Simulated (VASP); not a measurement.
Wanted: the native input for a VASP 6.6.1 run.

```yaml
Task: relaxation of cell and atoms
Functional: r2SCAN
Potentials_or_basis: VASP PAW PBE potentials, release 64 (Ga_d)
Cutoff: 600 eV
k_mesh: 6 × 6 × 6
Occupations: gaussian, width 0.1 eV
Spin: no spin polarisation
Dipole_correction: no
Further_INCAR_settings: ALGO = Normal; EDIFF = 1e-07; IBRION = 2; EDIFFG = -0.04; NSW = 90; ISIF = 3
```

Ga:

```
Ga
1.0
     0.00000    2.79810    2.79810
     2.79810    0.00000    2.79810
     2.79810    2.79810    0.00000
Ga
2
Direct
  0.50000 0.50000 0.50000
  0.75000 0.75000 0.75000
```

The input as run:

POSCAR

```
Ga
1.0
    0.0000000000      2.7980956521      2.7980956521
    2.7980956521      0.0000000000      2.7980956521
    2.7980956521      2.7980956521      0.0000000000
Ga
2
Direct
    0.5000000000      0.5000000000      0.5000000000
    0.7500000000      0.7500000000      0.7500000000
```

INCAR.step1

```
SYSTEM = Ga
PREC = Accurate ; ENCUT = 600
ISMEAR = 0 ; SIGMA = 0.1
LREAL = .FALSE. ; LASPH = .TRUE.
NELM = 100 ; GGA = PE
ALGO = Normal ; EDIFF = 1E-4
LWAVE = .TRUE. ; LCHARG = .FALSE.
```

INCAR.step2

```
SYSTEM = Ga
PREC = Accurate ; ENCUT = 600
EDIFF = 1E-7 ; ISMEAR = 0
SIGMA = 0.1 ; LREAL = .FALSE.
LASPH = .TRUE. ; NELM = 100
ALGO = Normal ; ISIF = 3
LWAVE = .FALSE. ; LCHARG = .FALSE.
METAGGA = R2SCAN ; LMIXTAU = .TRUE.
IBRION = 2 ; NSW = 90
EDIFFG = -0.04 ; ISTART = 1
```

KPOINTS

```
regular mesh
0
G
  6 6 6
  0 0 0
```

Potentials or basis: VASP PAW PBE potentials, release 64 (Ga_d).

The run is started by

```bash
$ cat potpaw_PBE.64/Ga_d/POTCAR > POTCAR
$ cp INCAR.step1 INCAR
$ mpirun -np 1 vasp_std > vasp.out
$ cp INCAR.step2 INCAR
$ mpirun -np 1 vasp_std > vasp.out
```

Results of the run:

```json
{
 "Relaxed volume": "23.96 Å³/atom",
 "Relaxed cell": "a = 4.077 Å, b = 4.077 Å, c = 4.077 Å, α = 60.00°, β = 60.00°, γ = 60.00°",
 "Space group after relaxing (to 0.05 Å)": "Fd-3m (No. 227)",
 "Energy gained by relaxing": "28.8 meV/atom",
 "Ionic steps": "3",
 "Pressure after relaxing": "0.0 GPa",
 "Band gap on the k mesh": "zero (band 13 reaches 5.78 eV, above the bottom of band 14 at 1.37 eV)"
}
```

Caveat: the PAW data sets were made with another functional, which shifts forces and pressure a little.

Wall time 2.2 min on 1 thread of AMD EPYC 7R13 Processor (Zen 3), on a shared host, peak memory 0.17 GiB.
